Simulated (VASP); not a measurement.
# SnO (P2_1/m) in VASP: further runs

The runs below take SnO through single point, with PBE.

Everything below comes from runs of VASP 6.6.1. Logs are shortened: lines on timing, memory, paths and dates and some standing lists are left out, and cuts for length are marked.

### 1 The cell of the first run

The structure is monoclinic, space group P2_1/m (No. 11). Conventional cell: a = 3.712 Å, b = 3.712 Å, c = 5.072 Å, α = 90.00°, β = 90.00°, γ = 90.00°. Within 2.7 Å of Sn (site symmetry m) lie 4 O at 2.01 to 2.37 Å. O (site symmetry m) has 4 Sn at 2.01 to 2.37 Å and 4 O at 2.59 to 2.66 Å within 2.7 Å.

### 2 Single point, PBE (atoms displaced along a vibrational mode, the cell strained)

INCAR

```
SYSTEM = SnO
PREC     = Accurate       ! precision mode
ENCUT    = 520            ! plane-wave cutoff, eV
EDIFF    = 1E-6           ! SCF threshold, eV
ISMEAR   = 0              ! smearing method
SIGMA    = 0.05           ! smearing width, eV
LREAL    = .FALSE.        ! projectors in reciprocal space
LASPH    = .TRUE.         ! aspherical terms in the spheres
NELM     = 60             ! most SCF steps
ALGO     = Normal         ! electronic algorithm
ISIF     = 2              ! what is computed and relaxed
LWAVE    = .FALSE.        ! write WAVECAR
LCHARG   = .FALSE.        ! write CHGCAR
GGA      = PE             ! functional
NBANDS   = 28             ! bands
```

KPOINTS

```
regular mesh
0
G
  10 10 8
  0 0 0
```

POSCAR

```
SnO
1.0
    3.7124716293      0.0000000000      0.0000000000
    0.0000000000      3.7124716293      0.0000000000
    0.0000000000      0.0000000000      5.0719346970
Sn O
2 2
Direct
   -0.0646469587      0.5000000000      0.2284856918
    0.5646469587      0.0000000000      0.7715143082
    0.0069648620      0.0000000000      0.0000000000
    0.4930351380      0.5000000000      0.0000000000
```

Potentials or basis: VASP PAW PBE potentials, release 64 (Sn_d, O).

Launch:

```
$ cat potpaw_PBE.64/Sn_d/POTCAR potpaw_PBE.64/O/POTCAR > POTCAR
$ mpirun -np 1 vasp_std > vasp.out
```

OUTCAR:

```text
SYSTEM = SnO
   PREC = Accurate
   ENCUT = 520
   EDIFF = 1E-6
   ISMEAR = 0
   LREAL = .FALSE.
   LASPH = .TRUE.
   NELM = 60
   ISIF = 2
   GGA = PE

 ion  position               nearest neighbor table
   1  0.935  0.500  0.228-   4 2.01   3 2.20   3 2.20   4 2.37   2 3.27   2 3.27   2 3.60   2 3.60

   2  0.565  0.000  0.772-   3 2.01   4 2.20   4 2.20   3 2.37   1 3.27   1 3.27   1 3.60   1 3.60

   3  0.007  0.000  0.000-   2 2.01   1 2.20   1 2.20   2 2.37
   4  0.493  0.500  0.000-   1 2.01   2 2.20   2 2.20   1 2.37

  LATTYP: Found a simple tetragonal cell.
 ALAT       =     3.7124716293
 C/A-ratio  =     1.3661881365

  Lattice vectors:

 A1 = (   3.7124716293,   0.0000000000,   0.0000000000)
 A2 = (   0.0000000000,   3.7124716293,   0.0000000000)
 A3 = (   0.0000000000,   0.0000000000,   5.0719346970)

Analysis of symmetry for initial positions (statically):
=====================================================================
 Subroutine PRICEL returns:
 Original cell was already a primitive cell.

 Routine SETGRP: Setting up the symmetry group for a
 simple tetragonal supercell.

 Subroutine GETGRP returns: Found  4 space group operations
 (whereof  2 operations were pure point group operations)
 out of a pool of 16 trial point group operations.

The static configuration has the point symmetry C_1h.
 The point group associated with its full space group is C_2h.

Analysis of symmetry for dynamics (positions and initial velocities):
=====================================================================
 Subroutine PRICEL returns:
 Original cell was already a primitive cell.

 Routine SETGRP: Setting up the symmetry group for a
 simple tetragonal supercell.

 Subroutine GETGRP returns: Found  4 space group operations
 (whereof  2 operations were pure point group operations)
 out of a pool of 16 trial point group operations.

The dynamic configuration has the point symmetry C_1h.
 The point group associated with its full space group is C_2h.

 Subroutine INISYM returns: Found  4 space group operations
 (whereof  2 operations are pure point group operations),
 and found     1 'primitive' translations

----------------------------------------------------------------------------------------

                                     Primitive cell

  volume of cell :      69.9037

  direct lattice vectors                    reciprocal lattice vectors
     3.712471629  0.000000000  0.000000000     0.269362328  0.000000000  0.000000000
     0.000000000  3.712471629  0.000000000     0.000000000  0.269362328  0.000000000
     0.000000000  0.000000000  5.071934697     0.000000000  0.000000000  0.197163422

  length of vectors
     3.712471629  3.712471629  5.071934697     0.269362328  0.269362328  0.197163422

  position of ions in fractional coordinates (direct lattice)
     0.935353041  0.500000000  0.228485692
     0.564646959  0.000000000  0.771514308
     0.006964862  0.000000000  0.000000000
     0.493035138  0.500000000  0.000000000

  ion indices of the primitive-cell ions
   primitive index   ion index
                 1           1
                 2           2
                 3           3
                 4           4

----------------------------------------------------------------------------------------

 KPOINTS: regular mesh

Automatic generation of k-mesh.
 Grid dimensions read from file:
 generate k-points for:   10   10    8

 Generating k-lattice:

  Cartesian coordinates                     Fractional coordinates (reciprocal lattice)
     0.026936233  0.000000000  0.000000000     0.100000000  0.000000000  0.000000000
     0.000000000  0.026936233  0.000000000     0.000000000  0.100000000  0.000000000
     0.000000000  0.000000000  0.024645428     0.000000000  0.000000000  0.125000000

  Length of vectors
     0.026936233  0.026936233  0.024645428

  Shift w.r.t. Gamma in fractional coordinates (k-lattice)
     0.000000000  0.000000000  0.000000000

 Subroutine IBZKPT returns following result:
 ===========================================

 Found    252 irreducible k-points:

 Following reciprocal coordinates:
            Coordinates               Weight
  0.000000  0.000000  0.000000      1.000000
  0.100000  0.000000  0.000000      2.000000
  0.000000  0.100000  0.000000      2.000000
  0.200000  0.000000  0.000000      2.000000
  0.000000  0.200000  0.000000      2.000000
  0.300000  0.000000  0.000000      2.000000
[... 16 lines left out ...]
 -0.200000  0.300000  0.000000      4.000000
  0.400000  0.200000  0.000000      4.000000
 [... further k-points ...]
   k-points           NKPTS =    252   k-points in BZ     NKDIM =    252   number of bands    NBANDS=     28
   number of dos      NEDOS =    301   number of ions     NIONS =      4
   total plane-waves  NPLWV =  31360
   dimension x,y,z NGX =    28 NGY =   28 NGZ =   40
   dimension x,y,z NGXF=    56 NGYF=   56 NGZF=   80
   ions per type =               2   2
   NGX,Y,Z   is equivalent  to a cutoff of  12.54, 12.54, 13.11 a.u.
   NGXF,Y,Z  is equivalent  to a cutoff of  25.08, 25.08, 26.22 a.u.
 SYSTEM =  SnO
   PREC   = accura    normal or accurate (medium, high low for compatibility)
   ISTART =      0    job   : 0-new  1-cont  2-samecut
   ICHARG =      2    charge: 1-file 2-atom 10-const
   ISPIN  =      1    spin polarized calculation?
   LNONCOLLINEAR =      F non collinear calculations
   LSORBIT =      F    spin-orbit coupling
   LASPH  =      T    aspherical Exc in radial PAW
   ENCUT  =  520.0 eV  38.22 Ry    6.18 a.u.   6.90  6.90  9.43*2*pi/ulx,y,z
   NELM   =     60;   NELMIN=  2; NELMDL= -5     # of ELM steps
   EDIFF  = 0.1E-05   stopping-criterion for ELM
   LREAL  =      F    real-space projection
   EDIFFG = 0.1E-04   stopping-criterion for IOM
   NSW    =      0    number of steps for IOM
   IBRION =     -1    ionic relax: 0-MD 1-quasi-New 2-CG
   NFREE  =      0    steps in history (QN), initial steepest desc. (CG)
   ISIF   =      2    stress and relaxation
   ISYM   =      2    0-nonsym 1-usesym 2-fastsym
   POTIM  = 0.5000    time-step for ionic-motion
   TEBEG  =    0.0;   TEEND  =   0.0 temperature during run
   PSTRESS=    0.0 pullay stress
   NELECT =      40.0000    total number of electrons
   NUPDOWN=      -1.0000    fix difference up-down
   EMIN   =  10.00;   EMAX   =-10.00  energy-range for DOS
   EFERMI =   0.00;   METHOD = LEGACY
   ISMEAR =     0;   SIGMA  =   0.05  broadening in eV -4-tet -1-fermi 0-gaus
   EFERMI_NEDOS =   21; number of points for ismear=-14 and -15
   IALGO  =     38    algorithm
   IMIX   =      4    mixing-type and parameters
     AMIX     =   0.40;   BMIX     =  1.00
     AMIX_MAG =   1.60;   BMIX_MAG =  1.00
  volume/ion in A,a.u.               =      17.48       117.93
  Fermi-wavevector in a.u.,A,eV,Ry     =   1.359132  2.568386 25.133209  1.847239
  Thomas-Fermi vector in A             =   2.485906
   LORBIT       =      0    0 simple, 1 ext, 2 COOP (PROOUT), +10 PAW based schemes
   GGA     = PE    functional components
   LHFCALC =     F    Hartree Fock is set to
   AEXX    =    0.0000 exact exchange contribution
   IVDW    =     0    specifies the selected vdW correction
   LEPSILON=     F    determine dielectric tensor
   LRPA    =     F    only Hartree local field effects (RPA)
 non-spin polarized calculation
 Gauss-broadening in eV      SIGMA  =   0.05
  energy-cutoff  :      520.00
  volume of cell :       69.90
 maximum number of plane-waves:      1908
   NGX = 13   NGY = 13   NGZ = 19

 number of electron      39.9999997 magnetization

 Free energy of the ion-electron system (eV)
  ---------------------------------------------------
  ext. energy  EPLUGINS =         0.00000000
  ---------------------------------------------------
  free energy    TOTEN  =       -22.10148062 eV

  energy without entropy =      -22.10147860  energy(sigma->0) =      -22.10147961

 E-fermi :   7.5332     XC(G=0): -10.2023

 val. band max:        7.4326632647   @ k =   0.0000   0.0000   0.0000
 cond. band min:       7.6364807323   @ k =   0.5000   0.5000   0.0000
 fundamental gap:      0.2038174676
 Fermi energy:         7.5332312446

 k-point     1 :       0.0000    0.0000    0.0000
  band No.  band energies     occupation
      1     -15.0110      2.00000
      2     -14.5654      2.00000
      3     -14.3952      2.00000
      4     -14.3846      2.00000
      5     -14.3092      2.00000
      6     -14.3037      2.00000
[... 20 lines left out ...]
     27      14.4084      0.00000
     28      14.9987      0.00000

 k-point     2 :       0.1000    0.0000    0.0000
  band No.  band energies     occupation
      1     -15.0121      2.00000
      2     -14.5847      2.00000
      3     -14.3894      2.00000
      4     -14.3829      2.00000
      5     -14.3144      2.00000
      6     -14.3093      2.00000
[... 20 lines left out ...]
     27      14.4921      0.00000
     28      15.9323      0.00000

 k-point     3 :       0.0000    0.1000    0.0000
  band No.  band energies     occupation
      1     -15.0089      2.00000
      2     -14.5986      2.00000
      3     -14.3919      2.00000
      4     -14.3825      2.00000
      5     -14.3101      2.00000
      6     -14.3056      2.00000
[... 20 lines left out ...]
     27      14.9185      0.00000
     28      15.6084      0.00000

 k-point     4 :       0.2000    0.0000    0.0000
  band No.  band energies     occupation
      1     -15.0163      2.00000
      2     -14.6376      2.00000
      3     -14.3780      2.00000
      4     -14.3739      2.00000
      5     -14.3305      2.00000
      6     -14.3200      2.00000
[... 578 lines left out ...]
     27      15.4866      0.00000
     28      16.5355      0.00000

 k-point    23 :      -0.2000    0.3000    0.0000
  band No.  band energies     occupation
      1     -15.0033      2.00000
      2     -14.8196      2.00000
      3     -14.3620      2.00000
      4     -14.3504      2.00000
      5     -14.3319      2.00000
      6     -14.3205      2.00000
[... 20 lines left out ...]
     27      15.5456      0.00000
     28      16.5930      0.00000

 k-point    24 :       0.4000    0.2000    0.0000
  band No.  band energies     occupation
      1     -15.0336      2.00000
      2     -14.8140      2.00000
      3     -14.3603      2.00000
      4     -14.3473      2.00000
      5     -14.3279      2.00000
      6     -14.3194      2.00000
[... 20 lines left out ...]
     27      14.8717      0.00000
     28      16.1732      0.00000

 [... further k-points ...]
[... 5 lines left out ...]
  --------------------------------------------------------------------------------------
  -------------------------------------------------------------------------------------
  Total        6.9544342      4.8824909      4.3768729      0.0000000      0.0000000      3.9057788
  in kB      159.3941750    111.9056676    100.3170088      0.0000000      0.0000000     89.5196320
  external PRESSURE =     123.8722838 kB  Pullay stress =       0.0000000 kB

 VOLUME and BASIS-vectors are now :
 -----------------------------------------------------------------------------
  energy-cutoff  :      520.00
  volume of cell :       69.90
      direct lattice vectors                 reciprocal lattice vectors
     3.712471629  0.000000000  0.000000000     0.269362328  0.000000000  0.000000000
     0.000000000  3.712471629  0.000000000     0.000000000  0.269362328  0.000000000
     0.000000000  0.000000000  5.071934697     0.000000000  0.000000000  0.197163422

 POSITION                                       TOTAL-FORCE (eV/Angst)
 -----------------------------------------------------------------------------------
      3.47247      1.85624      1.15886         1.956032      0.000000      1.842932
      2.09624      0.00000      3.91307        -1.956032      0.000000     -1.842932
      0.02586      0.00000      0.00000         0.783934      0.000000      0.677336
      1.83038      1.85624      0.00000        -0.783934      0.000000     -0.677336
 -----------------------------------------------------------------------------------
    total drift:                                0.000000     -0.000000     -0.000000

  FREE ENERGIE OF THE ION-ELECTRON SYSTEM (eV)
  ---------------------------------------------------
  free  energy   TOTEN  =       -22.1014806210 eV

  energy  without entropy=      -22.1014785997  energy(sigma->0) =      -22.10147961
```

It took 2.8 min on 1 thread of Intel Xeon 6975P-C (Granite Rapids), shared host; peak memory 0.47 GiB.

Results:

```yaml
Free_energy: -22.1015 eV
Pressure: 12.4 GPa
Largest_force: 2.687 eV/Å
Band_gap_on_the_k_mesh: 0.20 eV (least direct gap 1.98 eV)
```

Forces in eV/Å, atoms in the order of the input:
```
Sn   1.956  0.000  1.843
Sn  -1.956  0.000 -1.843
O    0.784  0.000  0.677
O   -0.784  0.000 -0.677
```

Levels at points of the mesh, in eV from the valence-band top:
| k point | band 18 | band 19 | band 20 | band 21 | band 22 | band 23 |
| --- | --- | --- | --- | --- | --- | --- |
| (0.00, 0.00, 0.00) | -3.40 | -3.40 | 0.00 | 1.98 | 3.48 | 4.87 |
| (0.50, 0.00, 0.00) | -5.03 | -3.49 | -2.33 | 2.57 | 3.09 | 5.82 |
| (0.00, 0.50, 0.00) | -5.15 | -2.94 | -2.94 | 2.70 | 2.70 | 5.62 |
| (0.50, 0.50, 0.00) | -2.77 | -2.12 | -2.12 | 0.20 | 0.20 | 4.08 |
| (0.00, 0.00, 0.50) | -3.42 | -3.39 | -2.77 | 1.63 | 3.12 | 3.84 |
| (0.50, 0.00, 0.50) | -5.03 | -2.36 | -1.64 | 2.07 | 2.19 | 4.94 |
| (0.00, 0.50, 0.50) | -5.16 | -2.04 | -2.04 | 2.15 | 2.15 | 5.64 |
| (0.50, 0.50, 0.50) | -2.78 | -2.63 | -2.63 | 2.28 | 2.28 | 3.46 |

Caveat: the cell differs from its parent crystal (atoms displaced along a vibrational mode, the cell strained); the stress differs along the axes, from 10 to 16 GPa; semilocal functionals underestimate gaps, and a narrow one can read as zero; spin-orbit coupling is left out, which moves the levels of the heavy elements; forces of over 1 eV/Å act on the atoms, so gaps and moduli don't describe the material at rest. A k mesh can miss the band edges.

### 3 Single point, PBE (atoms displaced along a vibrational mode, the cell strained)

Changes to INCAR since step 2:

```diff
@@ -8,3 +8,3 @@
 LASPH    = .TRUE.         ! aspherical terms in the spheres
-NELM     = 60             ! most SCF steps
+NELM     = 100            ! most SCF steps
 ALGO     = Normal         ! electronic algorithm
```

KPOINTS

```
Automatic mesh
0
G
  10 10 8
  0 0 0
```

POSCAR

```
SnO
1.0
    3.7124716293      0.0000000000      0.0000000000
    0.0000000000      3.7124716293      0.0000000000
    0.0000000000      0.0000000000      5.0719346970
Sn O
2 2
Direct
   -0.0323234793      0.5000000000      0.2284856918
    0.5323234793      0.0000000000      0.7715143082
    0.0034824310      0.0000000000      0.0000000000
    0.4965175690      0.5000000000      0.0000000000
```

Potentials or basis: VASP PAW PBE potentials, release 64 (Sn_d, O).

Launch:

```
$ cat potpaw_PBE.64/Sn_d/POTCAR potpaw_PBE.64/O/POTCAR > POTCAR
$ mpirun -np 1 vasp_std > vasp.out
```

Run time: 2.7 min. Hardware: 1 thread of Intel Xeon 6975P-C (Granite Rapids), shared host; peak memory 0.47 GiB.

It converged, with:

```yaml
Free_energy: -22.4268 eV
Pressure: 10.0 GPa
Largest_force: 1.568 eV/Å
Band_gap_on_the_k_mesh: 0.13 eV (least direct gap 2.04 eV)
```

Forces on the atoms (eV/Å):
```
Sn   0.903  0.000  1.281
Sn  -0.903  0.000 -1.281
O    0.305  0.000  0.163
O   -0.305  0.000 -0.163
```

Stress tensor (GPa, compression positive):
```
12.07  0.00  4.08
 0.00 10.87  0.00
 4.08  0.00  6.91
```

Levels at points of the mesh, in eV from the valence-band top:
| k point | band 16 | band 17 | band 18 | band 19 | band 20 | band 21 | band 22 | band 23 | band 24 | band 25 |
| --- | --- | --- | --- | --- | --- | --- | --- | --- | --- | --- |
| (0.00, 0.00, 0.00) | -6.60 | -3.92 | -3.45 | -3.44 | 0.00 | 2.04 | 3.64 | 4.93 | 5.05 | 5.37 |
| (0.50, 0.00, 0.00) | -5.52 | -5.34 | -5.15 | -3.23 | -2.64 | 2.70 | 2.94 | 5.84 | 5.90 | 5.99 |
| (0.00, 0.50, 0.00) | -5.60 | -5.22 | -5.22 | -2.94 | -2.94 | 2.79 | 2.79 | 5.75 | 5.75 | 6.32 |
| (0.50, 0.50, 0.00) | -5.77 | -2.78 | -2.78 | -2.08 | -2.08 | 0.13 | 0.13 | 4.13 | 4.13 | 6.65 |
| (0.00, 0.00, 0.50) | -3.96 | -3.47 | -3.47 | -3.46 | -2.76 | 1.73 | 3.17 | 3.38 | 3.99 | 7.02 |
| (0.50, 0.00, 0.50) | -5.81 | -5.31 | -5.14 | -2.21 | -1.85 | 2.13 | 2.18 | 5.32 | 6.13 | 6.42 |
| (0.00, 0.50, 0.50) | -5.90 | -5.21 | -5.21 | -2.04 | -2.04 | 2.16 | 2.16 | 5.70 | 5.70 | 6.63 |
| (0.50, 0.50, 0.50) | -6.09 | -2.78 | -2.78 | -2.66 | -2.66 | 2.23 | 2.23 | 3.51 | 3.51 | 5.59 |

Caveat: the cell differs from its parent crystal (atoms displaced along a vibrational mode, the cell strained); the stress differs along the axes, from 7 to 12 GPa; semilocal functionals underestimate gaps, and a narrow one can read as zero; spin-orbit coupling is left out, which moves the levels of the heavy elements; forces of over 1 eV/Å act on the atoms, so gaps and moduli don't describe the material at rest. A k mesh can miss the band edges.
